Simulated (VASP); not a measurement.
# BAs (zincblende type) (F-43m) in VASP: further runs

BAs (zincblende type) is run at these levels: PBE; tasks: single point.

All numbers are computed with VASP 6.6.1; they aren't measurements. Logs are shortened: lines on timing, memory, paths and dates and some standing lists are left out, and cuts for length are marked.

## (1) The cell of the first run

Symmetry: F-43m, No. 216, cubic system. Conventional cell: a = 3.940 Å, b = 3.940 Å, c = 3.940 Å, α = 90.00°, β = 90.00°, γ = 90.00°. B (site symmetry -43m) has 4 As at 1.71 Å within 2.3 Å. Within 2.3 Å of As (site symmetry -43m) lie 4 B at 1.71 Å.

## (2) Single point, PBE (volume scaled by 0.55)

Input file INCAR:

```
SYSTEM = BAs
PREC = Accurate ; ENCUT = 520
EDIFF = 1E-6 ; ISMEAR = -1
SIGMA = 0.08 ; LREAL = .FALSE.
LASPH = .TRUE. ; NELM = 100
ALGO = Normal ; ISIF = 2
LWAVE = .FALSE. ; LCHARG = .FALSE.
GGA = PE ; NBANDS = 11
```

Input file KPOINTS:

```
regular mesh
0
G
  14 14 14
  0 0 0
```

Input file POSCAR:

```
BAs
1.0
    0.0000000000      1.9701888146      1.9701888146
    1.9701888146      0.0000000000      1.9701888146
    1.9701888146      1.9701888146      0.0000000000
B As
1 1
Direct
    0.0000000000      0.0000000000      0.0000000000
    0.2500000000      0.2500000000      0.2500000000
```

Potentials or basis: VASP PAW PBE potentials, release 64 (B, As).

On the command line:

```console
$ cat potpaw_PBE.64/B/POTCAR potpaw_PBE.64/As/POTCAR > POTCAR
$ mpirun -np 1 vasp_std > vasp.out
```

OUTCAR:

```text
SYSTEM = BAs
   PREC = Accurate
   ENCUT = 520
   EDIFF = 1E-6
   ISMEAR = -1
   LREAL = .FALSE.
   LASPH = .TRUE.
   NELM = 100
   ISIF = 2
   GGA = PE

 ion  position               nearest neighbor table
   1  0.000  0.000  0.000-   2 1.71   2 1.71   2 1.71   2 1.71
   2  0.250  0.250  0.250-   1 1.71   1 1.71   1 1.71   1 1.71

  LATTYP: Found a face centered cubic cell.
 ALAT       =     3.9403776292

  Lattice vectors:

 A1 = (   0.0000000000,   1.9701888146,   1.9701888146)
 A2 = (   1.9701888146,   0.0000000000,   1.9701888146)
 A3 = (   1.9701888146,   1.9701888146,   0.0000000000)

Analysis of symmetry for initial positions (statically):
=====================================================================
 Subroutine PRICEL returns:
 Original cell was already a primitive cell.

 Routine SETGRP: Setting up the symmetry group for a
 face centered cubic supercell.

 Subroutine GETGRP returns: Found 24 space group operations
 (whereof 24 operations were pure point group operations)
 out of a pool of 48 trial point group operations.

The static configuration has the point symmetry T_d .

Analysis of symmetry for dynamics (positions and initial velocities):
=====================================================================
 Subroutine PRICEL returns:
 Original cell was already a primitive cell.

 Routine SETGRP: Setting up the symmetry group for a
 face centered cubic supercell.

 Subroutine GETGRP returns: Found 24 space group operations
 (whereof 24 operations were pure point group operations)
 out of a pool of 48 trial point group operations.

The dynamic configuration has the point symmetry T_d .

 Subroutine INISYM returns: Found 24 space group operations
 (whereof 24 operations are pure point group operations),
 and found     1 'primitive' translations

----------------------------------------------------------------------------------------

                                     Primitive cell

  volume of cell :      15.2951

  direct lattice vectors                    reciprocal lattice vectors
     0.000000000  1.970188815  1.970188815    -0.253782783  0.253782783  0.253782783
     1.970188815  0.000000000  1.970188815     0.253782783 -0.253782783  0.253782783
     1.970188815  1.970188815  0.000000000     0.253782783  0.253782783 -0.253782783

  length of vectors
     2.786267742  2.786267742  2.786267742     0.439564674  0.439564674  0.439564674

  position of ions in fractional coordinates (direct lattice)
[... 76 lines left out ...]
   LASPH  =      T    aspherical Exc in radial PAW
   ENCUT  =  520.0 eV  38.22 Ry    6.18 a.u.   5.18  5.18  5.18*2*pi/ulx,y,z
   NELM   =    100;   NELMIN=  2; NELMDL= -5     # of ELM steps
   EDIFF  = 0.1E-05   stopping-criterion for ELM
   LREAL  =      F    real-space projection
   EDIFFG = 0.1E-04   stopping-criterion for IOM
   NSW    =      0    number of steps for IOM
   IBRION =     -1    ionic relax: 0-MD 1-quasi-New 2-CG
   NFREE  =      0    steps in history (QN), initial steepest desc. (CG)
   ISIF   =      2    stress and relaxation
   ISYM   =      2    0-nonsym 1-usesym 2-fastsym
   POTIM  = 0.5000    time-step for ionic-motion
   TEBEG  =    0.0;   TEEND  =   0.0 temperature during run
   PSTRESS=    0.0 pullay stress
   NELECT =       8.0000    total number of electrons
   NUPDOWN=      -1.0000    fix difference up-down
   EMIN   =  10.00;   EMAX   =-10.00  energy-range for DOS
   EFERMI =   0.00;   METHOD = LEGACY
   ISMEAR =    -1;   SIGMA  =   0.08  broadening in eV -4-tet -1-fermi 0-gaus
   EFERMI_NEDOS =   21; number of points for ismear=-14 and -15
   IALGO  =     38    algorithm
   IMIX   =      4    mixing-type and parameters
     AMIX     =   0.40;   BMIX     =  1.00
     AMIX_MAG =   1.60;   BMIX_MAG =  1.00
  volume/ion in A,a.u.               =       7.65        51.61
  Fermi-wavevector in a.u.,A,eV,Ry     =   1.319027  2.492599 23.671850  1.739832
  Thomas-Fermi vector in A             =   2.448955
   LORBIT       =      0    0 simple, 1 ext, 2 COOP (PROOUT), +10 PAW based schemes
   GGA     = PE    functional components
[... 5 lines left out ...]
 non-spin polarized calculation
  energy-cutoff  :      520.00
  volume of cell :       15.30
 maximum number of plane-waves:       428
 NGX is ok and might be reduce to    24
   NGX = 11   NGY = 11   NGZ = 11

 number of electron       8.0000000 magnetization

 Free energy of the ion-electron system (eV)
  ---------------------------------------------------
  ext. energy  EPLUGINS =         0.00000000
  ---------------------------------------------------
  free energy    TOTEN  =        -5.10896236 eV

  energy without entropy =       -5.10878509  energy(sigma->0) =       -5.10887373

 E-fermi :  14.4537     XC(G=0): -13.2653

 val. band max:       14.2309233001   @ k =   0.0000   0.0000   0.0000
 cond. band min:      14.7257119002   @ k =   0.5000   0.5000   0.0000
 fundamental gap:      0.4947886000
 Fermi energy:        14.4536842356

 k-point     1 :       0.0000    0.0000    0.0000
  band No.  band energies     occupation
      1      -7.8623      2.00000
      2      14.2309      1.88367
      3      14.2309      1.88367
      4      14.2309      1.88367
      5      18.7801      0.00000
      6      18.7801      0.00000
      7      18.7801      0.00000
      8      25.3656      0.00000
      9      29.1765      0.00000
     10      30.0948      0.00000
     11      30.0948      0.00000
[... 309 lines left out ...]
 k-point    24 :       0.2857    0.1429    0.0000
  band No.  band energies     occupation
      1      -5.9097      2.00000
      2       7.5765      2.00000
      3      10.4260      2.00000
      4      11.5769      2.00000
      5      17.6334      0.00000
      6      20.9949      0.00000
      7      23.3128      0.00000
      8      23.6293      0.00000
      9      28.6188      0.00000
     10      30.4930      0.00000
     11      32.2821      0.00000

 [... further k-points ...]
[... 5 lines left out ...]
  --------------------------------------------------------------------------------------
  -------------------------------------------------------------------------------------
  Total       25.0674439     25.0674439     25.0674439     -0.0000000     -0.0000000      0.0000000
  in kB     2625.8329294   2625.8329294   2625.8329294     -0.0000000     -0.0000000      0.0000000
  external PRESSURE =    2625.8329294 kB  Pullay stress =       0.0000000 kB

 VOLUME and BASIS-vectors are now :
 -----------------------------------------------------------------------------
  energy-cutoff  :      520.00
  volume of cell :       15.30
      direct lattice vectors                 reciprocal lattice vectors
     0.000000000  1.970188815  1.970188815    -0.253782783  0.253782783  0.253782783
     1.970188815  0.000000000  1.970188815     0.253782783 -0.253782783  0.253782783
     1.970188815  1.970188815  0.000000000     0.253782783  0.253782783 -0.253782783

 POSITION                                       TOTAL-FORCE (eV/Angst)
 -----------------------------------------------------------------------------------
      0.00000      0.00000      0.00000         0.000000      0.000000      0.000000
      0.98509      0.98509      0.98509        -0.000000     -0.000000     -0.000000
 -----------------------------------------------------------------------------------
    total drift:                               -0.000000     -0.000000     -0.000000

  FREE ENERGIE OF THE ION-ELECTRON SYSTEM (eV)
  ---------------------------------------------------
  free  energy   TOTEN  =        -5.1089623629 eV

  energy  without entropy=       -5.1087850892  energy(sigma->0) =       -5.10887373
```

stdout:

```text
POSCAR found type information on POSCAR B As
 POSCAR found :  2 types and       2 ions
 scaLAPACK will be used
 LDA part: xc-table for (Slater+PW92), standard interpolation
 POSCAR, INCAR and KPOINTS ok, starting setup
 FFT: planning ... GRIDC
 FFT: planning ... GRID_SOFT
 FFT: planning ... GRID
 WAVECAR not read
 entering main loop
```

Wall time 46 s (1 thread of AMD EPYC 7R13, shared host); peak memory 0.12 GiB.

Results:

```
Free energy            : -5.1090 eV
Pressure               : 262.6 GPa
Band gap on the k mesh : 0.49 eV, indirect (least direct gap 4.45 eV)
```

Levels at points of the mesh, in eV from the valence-band top:
| k point | band 1 | band 2 | band 3 | band 4 | band 5 | band 6 | band 7 | band 8 |
| --- | --- | --- | --- | --- | --- | --- | --- | --- |
| (0.00, 0.00, 0.00) | -22.09 | 0.00 | 0.00 | 0.00 | 4.55 | 4.55 | 4.55 | 11.13 |
| (0.50, 0.00, 0.00) | -16.52 | -14.27 | -2.90 | -2.90 | 5.37 | 5.37 | 7.08 | 9.32 |
| (0.50, 0.50, 0.00) | -14.33 | -12.56 | -7.04 | -7.04 | 0.49 | 0.94 | 17.72 | 17.72 |

 A k mesh can miss the band edges.

## (3) Single point, PBE (volume scaled by 0.55)

Input file INCAR:

```
ALGO     = Normal         # electronic algorithm
EDIFF    = 1E-7           # SCF threshold, eV
ENCUT    = 520            # plane-wave cutoff, eV
GGA      = PE             # functional
ISIF     = 2              # what is computed and relaxed
ISMEAR   = -1             # smearing method
LASPH    = True           # aspherical terms in the spheres
LCHARG   = True           # write CHGCAR
LELF     = True           # ELF
LREAL    = False          # projectors in reciprocal space
LVHAR    = True         
LWAVE    = False          # write WAVECAR
NBANDS   = 11             # bands
NELM     = 100            # most SCF steps
PREC     = Accurate       # precision mode
SIGMA    = 0.08           # smearing width, eV
```

Input file KPOINTS:

```
k-points
0
Gamma
  14 14 14
```

POSCAR is that of step 2.

Potentials or basis: VASP PAW PBE potentials, release 64 (B, As).

On the command line:

```console
$ cat potpaw_PBE.64/B/POTCAR potpaw_PBE.64/As/POTCAR > POTCAR
$ mpirun -np 1 vasp_std > vasp.out
```

It took 46 s on 1 thread of AMD EPYC 7R13, shared host; peak memory 0.12 GiB.

Results (log left out):

```
Free energy            : -5.1090 eV
Pressure               : 262.6 GPa
Band gap on the k mesh : 0.49 eV, indirect (least direct gap 4.45 eV)
```

Levels at points of the mesh, in eV from the valence-band top:
```csv
k point,band 2,band 3,band 4,band 5,band 6,band 7
"(0.00, 0.00, 0.00)",0.00,0.00,0.00,4.55,4.55,4.55
"(0.50, 0.00, 0.00)",-14.27,-2.90,-2.90,5.37,5.37,7.08
"(0.50, 0.50, 0.00)",-12.56,-7.04,-7.04,0.49,0.94,17.72
```
